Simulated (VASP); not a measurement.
# Ti2Co (Fd-3m) in VASP: a series of runs, part 2 of 2

VASP 6.6.1.

**4. Single point, PBEsol, collinear spin, ferromagnetic start**

This run uses another cell than the first one, of 12.70 Å³/atom.

File INCAR:

```
  PREC = Accurate
  ENCUT = 520
  EDIFF = 1E-6
  ISMEAR = 0
  SIGMA = 0.5
  LREAL = F
  LASPH = T
  NELM = 150
  ALGO = Normal
  ISIF = 2
  LWAVE = F
  LCHARG = T
  ISPIN = 2
  MAGMOM = 0 0 0 0 0.59 0.59
  LORBIT = 11
  LMAXMIX = 4
  GGA = PS
  LELF = T
  LVHAR = T
  NBANDS = 46
```

File KPOINTS:

```
Automatic mesh
0
Gamma
  10 10 10
```

File POSCAR:

```
Ti2Co
1.0
    0.0000000000      3.3650000000      3.3650000000
    3.3650000000      0.0000000000      3.3650000000
    3.3650000000      3.3650000000      0.0000000000
Ti Co
4 2
Direct
    0.1250000000      0.1250000000      0.1250000000
    0.6250000000      0.1250000000      0.1250000000
    0.1250000000      0.1250000000      0.6250000000
    0.1250000000      0.6250000000      0.1250000000
    0.5000000000      0.5000000000      0.5000000000
    0.7500000000      0.7500000000      0.7500000000
```

Potentials or basis: VASP PAW PBE potentials, release 64 (Ti_sv, Co).

Run with:

```console
> cat potpaw_PBE.64/Ti_sv/POTCAR potpaw_PBE.64/Co/POTCAR > POTCAR
> mpirun -np 1 vasp_std > vasp.out
```

OUTCAR:

```text
PREC = Accurate
   ENCUT = 520
   EDIFF = 1E-6
   ISMEAR = 0
   LREAL = F
   LASPH = T
   NELM = 150
   ISIF = 2
   ISPIN = 2
   LORBIT = 11
   GGA = PS

 ion  position               nearest neighbor table
   1  0.125  0.125  0.125-   2 2.38   3 2.38   4 2.38   3 2.38   4 2.38   2 2.38   6 2.79   5 2.79
                             6 2.79   5 2.79   6 2.79   5 2.79
   2  0.625  0.125  0.125-   1 2.38   3 2.38   4 2.38   1 2.38   3 2.38   4 2.38   6 2.79   5 2.79
                             5 2.79   6 2.79   5 2.79   6 2.79
   3  0.125  0.125  0.625-   1 2.38   1 2.38   2 2.38   4 2.38   4 2.38   2 2.38   6 2.79   5 2.79
                             6 2.79   5 2.79   6 2.79   5 2.79
   4  0.125  0.625  0.125-   1 2.38   3 2.38   1 2.38   2 2.38   3 2.38   2 2.38   6 2.79   5 2.79
                             6 2.79   5 2.79   6 2.79   5 2.79
[... 2556 lines left out ...]
      0.84125      2.52375      2.52375         0.000000     -0.000000      0.000000
      2.52375      2.52375      0.84125        -0.000000     -0.000000      0.000000
      2.52375      0.84125      2.52375         0.000000     -0.000000      0.000000
      3.36500      3.36500      3.36500         0.000000      0.000000     -0.000000
      5.04750      5.04750      5.04750        -0.000000     -0.000000     -0.000000
 -----------------------------------------------------------------------------------
    total drift:                                0.000000      0.000000      0.000000

  FREE ENERGIE OF THE ION-ELECTRON SYSTEM (eV)
  ---------------------------------------------------
  free  energy   TOTEN  =       -46.3769709525 eV

  energy  without entropy=      -45.3570348472  energy(sigma->0) =      -45.86700290

 total charge

# of ion       s       p       d       tot
------------------------------------------
    1        2.306   6.154   2.334  10.794
    2        2.306   6.154   2.334  10.794
    3        2.306   6.154   2.334  10.794
    4        2.306   6.154   2.334  10.794
    5        0.455   0.452   7.220   8.128
    6        0.455   0.452   7.220   8.128
--------------------------------------------------
tot         10.134  25.519  23.778  59.431

 magnetization (x)

# of ion       s       p       d       tot
------------------------------------------
    1       -0.000  -0.000  -0.000  -0.000
    2       -0.000  -0.000  -0.000  -0.000
    3       -0.000  -0.000  -0.000  -0.000
    4       -0.000  -0.000  -0.000  -0.000
    5        0.000   0.000   0.001   0.001
    6        0.000   0.000   0.001   0.001
--------------------------------------------------
tot         -0.000  -0.000   0.002   0.002
```

OSZICAR:

```text
N       E                     dE             d eps       ncg     rms          rms(c)
DAV:   1     0.832274184565E+03    0.83227E+03   -0.30316E+04  8680   0.189E+03
DAV:   2     0.603674116349E+02   -0.77191E+03   -0.74542E+03  8654   0.539E+02
[... 17 lines left out ...]
DAV:  20    -0.463769292313E+02   -0.17217E-04   -0.28964E-04 10752   0.129E-01    0.391E-02
DAV:  21    -0.463769461421E+02   -0.16911E-04   -0.10928E-04 10472   0.677E-02    0.354E-02
DAV:  22    -0.463769564467E+02   -0.10305E-04   -0.48940E-05 10674   0.534E-02    0.315E-02
DAV:  23    -0.463769687959E+02   -0.12349E-04   -0.43902E-04 11770   0.171E-01    0.206E-02
DAV:  24    -0.463769713819E+02   -0.25860E-05   -0.34205E-05  9896   0.291E-02    0.154E-02
DAV:  25    -0.463769709525E+02    0.42939E-06   -0.34273E-06  6468   0.153E-02
   1 F= -.46376971E+02 E0= -.45867003E+02  d E =-.101994E+01  mag=     0.0025
```

stdout:

```text
POSCAR found type information on POSCAR TiCo
 POSCAR found :  2 types and       6 ions
 scaLAPACK will be used
 -----------------------------------------------------------------------------
|                                                                             |
|                                                                             |
|     You enforced a specific xc type in the INCAR file but a different       |
|     I HOPE YOU KNOW WHAT YOU ARE DOING!                                     |
|                                                                             |
 -----------------------------------------------------------------------------

 LDA part: xc-table for (Slater+PW92), standard interpolation
 POSCAR, INCAR and KPOINTS ok, starting setup
 FFT: planning ... GRIDC
 FFT: planning ... GRID_SOFT
 FFT: planning ... GRID
 WAVECAR not read
 entering main loop
```

It took 12 min on 1 thread of Intel Xeon 8259CL, shared host; peak memory 0.4 GiB.

Results:

```yaml
Free_energy: -46.3770 eV
Pressure: 17.1 GPa
Band_gap_on_the_k_mesh: zero (filled and empty bands overlap)
Net_moment: 0.00 μB per cell
Valence_electrons_inside_the_program's_atomic_spheres: Ti 10.79; Co 8.13
```

Caveat: the cell stands under pressure; so wide a smearing shifts energies and pressures; the moments typed at the start vanished in this run; the PAW data sets were made with another functional, which shifts forces and pressure a little.

**5. Single point, PBEsol**

This run uses another cell than the first one, of 14.99 Å³/atom.

File INCAR:

```
PREC = Accurate ; ENCUT = 550
EDIFF = 1E-6 ; ISMEAR = 0
SIGMA = 0.1 ; LREAL = F
LASPH = T ; NELM = 300
ALGO = All ; ISIF = 2
LWAVE = F ; LCHARG = F
GGA = PS ; NBANDS = 42
GGA_COMPAT = F ; ISEARCH = 1
KPAR = 4
```

File KPOINTS:

```
regular mesh
0
Gamma
  10 10 10
```

Changes to POSCAR since step 4:

```diff
@@ -2,5 +2,5 @@
 1.0
-    0.0000000000      3.3650000000      3.3650000000
-    3.3650000000      0.0000000000      3.3650000000
-    3.3650000000      3.3650000000      0.0000000000
+    0.0000000000      3.5558688747      3.5558688747
+    3.5558688747      0.0000000000      3.5558688747
+    3.5558688747      3.5558688747      0.0000000000
 Ti Co
```

Potentials or basis: VASP PAW PBE potentials, release 64 (Ti_sv, Co).

Run with:

```console
> cat potpaw_PBE.64/Ti_sv/POTCAR potpaw_PBE.64/Co/POTCAR > POTCAR
> mpirun -np 4 vasp_std > vasp.out
```

OUTCAR:

```text
PREC = Accurate
   ENCUT = 550
   EDIFF = 1E-6
   ISMEAR = 0
   LREAL = F
   LASPH = T
   NELM = 300
   ISIF = 2
   GGA = PS

 ion  position               nearest neighbor table
   1  0.125  0.125  0.125-   2 2.51   3 2.51   4 2.51   3 2.51   4 2.51   2 2.51   6 2.95   5 2.95
                             6 2.95   5 2.95   6 2.95   5 2.95
   2  0.625  0.125  0.125-   1 2.51   3 2.51   4 2.51   1 2.51   3 2.51   4 2.51   5 2.95   6 2.95
                             5 2.95   5 2.95   6 2.95   6 2.95
   3  0.125  0.125  0.625-   1 2.51   1 2.51   2 2.51   4 2.51   4 2.51   2 2.51   6 2.95   5 2.95
                             6 2.95   5 2.95   6 2.95   5 2.95
   4  0.125  0.625  0.125-   1 2.51   3 2.51   1 2.51   2 2.51   3 2.51   2 2.51   5 2.95   6 2.95
[... 1294 lines left out ...]
  Total       -4.2295762     -4.2295762     -4.2295762      0.0000000      0.0000000     -0.0000000
  in kB      -75.3598855    -75.3598855    -75.3598855      0.0000000      0.0000000     -0.0000000
  external PRESSURE =     -75.3598855 kB  Pullay stress =       0.0000000 kB

 VOLUME and BASIS-vectors are now :
 -----------------------------------------------------------------------------
  energy-cutoff  :      550.00
  volume of cell :       89.92
      direct lattice vectors                 reciprocal lattice vectors
     0.000000000  3.555868875  3.555868875    -0.140612609  0.140612609  0.140612609
     3.555868875  0.000000000  3.555868875     0.140612609 -0.140612609  0.140612609
     3.555868875  3.555868875  0.000000000     0.140612609  0.140612609 -0.140612609

 POSITION                                       TOTAL-FORCE (eV/Angst)
 -----------------------------------------------------------------------------------
      0.88897      0.88897      0.88897         0.000000      0.000000     -0.000000
      0.88897      2.66690      2.66690         0.000000      0.000000     -0.000000
      2.66690      2.66690      0.88897         0.000000      0.000000     -0.000000
      2.66690      0.88897      2.66690         0.000000      0.000000     -0.000000
      3.55587      3.55587      3.55587         0.000000      0.000000      0.000000
      5.33380      5.33380      5.33380        -0.000000     -0.000000     -0.000000
 -----------------------------------------------------------------------------------
    total drift:                                0.000000     -0.000000      0.000000

  FREE ENERGIE OF THE ION-ELECTRON SYSTEM (eV)
  ---------------------------------------------------
  free  energy   TOTEN  =       -46.0553723834 eV

  energy  without entropy=      -45.9848732029  energy(sigma->0) =      -46.02012279
```

OSZICAR:

```text
N       E                     dE             d eps       ncg     rms           ort
DAV:   1     0.825358554782E+03    0.82536E+03   -0.34545E+04  1974   0.220E+03
DAV:   2     0.582302773193E+02   -0.76713E+03   -0.75008E+03  1974   0.582E+02
DAV:   3    -0.388288978943E+02   -0.97059E+02   -0.90891E+02  1974   0.188E+02
[... 42 lines left out ...]
CGA:  46    -0.460553693030E+02   -0.68100E-06   -0.69261E-06  1974   0.106E-04   0.196E-06
SDA:  47    -0.460553708320E+02   -0.15290E-05   -0.15280E-05  1974   0.808E-05  -0.201E-06
CGA:  48    -0.460553711103E+02   -0.27829E-06   -0.28273E-06  1974   0.291E-05   0.531E-06
CGA:  49    -0.460553722414E+02   -0.11311E-05   -0.11181E-05  1974   0.284E-05   0.571E-07
CGA:  50    -0.460553723834E+02   -0.14203E-06   -0.14220E-06  1974   0.213E-05  -0.303E-06
   1 F= -.46055372E+02 E0= -.46020123E+02  d E =-.704992E-01
```

stdout:

```text
POSCAR found type information on POSCAR TiCo
 POSCAR found :  2 types and       6 ions
 scaLAPACK will be used
 -----------------------------------------------------------------------------
|                                                                             |
[... 100 lines left out ...]
 gam= 3.182 trial= 0.343  step=  0.1359 mean=  0.3435
 gam= 0.257 g(H,U,f)=  0.662E-05 0.161E-05 0.326E-06 ort(H,U,f) = 0.244E-05-0.292E-05-0.217E-06
 gam= 0.257 trial= 0.323  step=  0.3252 mean=  0.3227
 gam= 2.555 g(H,U,f)=  0.826E-05 0.113E-04 0.225E-05 ort(H,U,f) = 0.267E-05-0.203E-05-0.653E-06
 gam= 2.555 trial= 0.323  step=  0.1793 mean=  0.3229
 gam= 0.337 g(H,U,f)=  0.464E-05 0.234E-05 0.388E-06 ort(H,U,f) = 0.275E-05-0.312E-05-0.345E-06
 gam= 0.337 trial= 0.309  step=  0.1942 mean=  0.3086
```

It took 6.9 min on 4 MPI ranks of Intel Xeon Platinum 8259CL at 2.50GHz (Skylake/Cascade Lake), shared host; peak memory 0.49 GiB.

What came out:

* Free energy: -46.0554 eV
* Pressure: -7.5 GPa
* Band gap on the k mesh: zero (bands 33 and 34 overlap by 0.39 eV)

Caveat: the cell stands under tension; the PAW data sets were made with another functional, which shifts forces and pressure a little; the run has no spin polarisation, though such a crystal can be magnetic.

**6. The runs side by side**

```csv
spin,cell,cutoff (eV),smearing,second try,gap on the mesh (eV),pressure (GPa)
off,"a = 4.821 Å, angles 60.0°, 6 atoms",550,gaussian 0.1 eV,not_converged,none,8.5
off,"a = 4.418 Å, angles 60.0°, 6 atoms",550,gaussian 0.1 eV,not_converged,none,80.5
"collinear, ferromagnetic start","a = 4.759 Å, angles 60.0°, 6 atoms",520,gaussian 0.5 eV,-,none,17.1
off,"a = 5.029 Å, angles 60.0°, 6 atoms",550,gaussian 0.1 eV,not_converged,none,-7.5
```

Alike in all rows: task single point; level PBEsol; potentials or basis VASP PAW PBE potentials, release 64 (Ti_sv, Co); k mesh 10 × 10 × 10.

Caveats: the PAW data sets were made with another functional, which shifts forces and pressure a little; the cell stands under pressure (at least some runs); so wide a smearing shifts energies and pressures (at least some runs); the moments typed at the start vanished in this run (at least some runs); the cell stands under tension (at least some runs).

Total energies depend on the potentials used, so only differences within one code and one set of settings carry meaning.
